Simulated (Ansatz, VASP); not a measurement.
# Two plane-wave programs on TiCo2

Contents of INCAR:

```
ALGO = Fast
EDIFF = 1E-6
ENCUT = 520
GGA = PS
ISIF = 2
ISMEAR = 0
LASPH = T
LCHARG = F
LREAL = F
LWAVE = F
NBANDS = 39
NELM = 80
PREC = Accurate
SIGMA = 0.1
```

File KPOINTS:

```
k-points
0
Gamma
  10 10 10
```

POSCAR

```
TiCo2
1.0
    0.0000000000      3.3405762691      3.3405762691
    3.3405762691      0.0000000000      3.3405762691
    3.3405762691      3.3405762691      0.0000000000
Ti Co
2 4
Direct
    0.5000000000      0.5000000000      0.5000000000
    0.7500000000      0.7500000000      0.7500000000
    0.1250000000      0.1250000000      0.1250000000
    0.6250000000      0.1250000000      0.1250000000
    0.1250000000      0.1250000000      0.6250000000
    0.1250000000      0.6250000000      0.1250000000
```

Input for Ansatz:

```yaml
crystal:
  lattice:
    - [0.0, 3.3405761706, 3.3405761706]
    - [3.3405761706, 0.0, 3.3405761706]
    - [3.3405761706, 3.3405761706, 0.0]
  atoms:
    - { symbol: Ti, position: [0.5, 0.5, 0.5] }
    - { symbol: Ti, position: [0.75, 0.75, 0.75] }
    - { symbol: Co, position: [0.125, 0.125, 0.125] }
    - { symbol: Co, position: [0.625, 0.125, 0.125] }
    - { symbol: Co, position: [0.125, 0.125, 0.625] }
    - { symbol: Co, position: [0.125, 0.625, 0.125] }
basis:
  ecutwfc: 420
kpoints:
  mp_grid: { grid: [10, 10, 10] }
hamiltonian:
  xc: pbesol
scf:
  occupations: { method: gaussian, width: 0.1 }
output:
  forces: true
  stress: true
  eigenvalues: true
```

Alike in both runs: task single point; functional PBEsol; k mesh 10 × 10 × 10; occupations gaussian, width 0.1 eV; no spin polarisation.

|  | VASP | Ansatz |
| --- | --- | --- |
| version | VASP 6.6.1 | Ansatz 0.2.0 |
| potentials or method | VASP PAW PBE potentials, release 64 (Ti_sv, Co), cutoff 520 eV | scalar-relativistic, plane waves, PAW |
| valence electrons in the cell | 60 | 92 |

Ansatz gave:

```
gap on the k mesh at the Fermi level (eV) : none
pressure (GPa)                            : -11.8
```

Q: What did VASP give for the same quantities?

A: gap on the k mesh at the Fermi level (eV): none; pressure (GPa): -12.3.

VASP's potentials were made for PBE, not for PBEsol. A gap of «none» marks a metal or a gap that the smearing closes. VASP's potentials hold 60 valence electrons a cell and Ansatz's 92, so a difference there can come from the potentials and not from the codes.
